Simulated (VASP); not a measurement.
# BP: single point with RPBE+D4

BP:

```
CELL_PARAMETERS angstrom
0.00000 2.23086 2.23086
2.23086 0.00000 2.23086
2.23086 2.23086 0.00000
ATOMIC_POSITIONS crystal
P 0.75000 0.75000 0.75000
B 0.00000 0.00000 0.00000
```

```
Program             : VASP 6.6.1
Task                : single point
Functional          : RPBE
Dispersion          : D4
Potentials or basis : VASP PAW PBE potentials, release 64 (P, B)
Cutoff              : 520 eV
k mesh              : 10 × 10 × 10
Occupations         : fermi-dirac, width 0.05 eV
Spin                : no spin polarisation
```

```json
{
 "Pressure": "-0.5 GPa",
 "Band gap on the k mesh": "1.17 eV (least direct gap 3.47 eV)",
 "Dispersion energy per atom": "-0.822 eV"
}
```

Levels at points of the mesh, in eV from the valence-band top:
| k point | band 1 | band 2 | band 3 | band 4 | band 5 | band 6 | band 7 | band 8 | band 9 |
| --- | --- | --- | --- | --- | --- | --- | --- | --- | --- |
| (0.00, 0.00, 0.00) | -15.94 | 0.00 | 0.00 | 0.00 | 3.47 | 3.47 | 3.47 | 8.20 | 12.01 |
| (0.50, 0.00, 0.00) | -12.42 | -9.41 | -1.82 | -1.82 | 4.09 | 4.73 | 4.73 | 10.39 | 14.92 |
| (0.50, 0.50, 0.00) | -10.80 | -8.89 | -4.30 | -4.30 | 1.22 | 1.65 | 12.64 | 12.64 | 16.00 |

Run time: 9 s on 1 thread of AMD EPYC 7R13 Processor (Zen 3), on a shared host, peak memory 0.11 GiB.

Caveat: the PAW data sets were made with another functional, which shifts forces and pressure a little. A hybrid or GW would open this gap; RPBE tends to underestimate it.
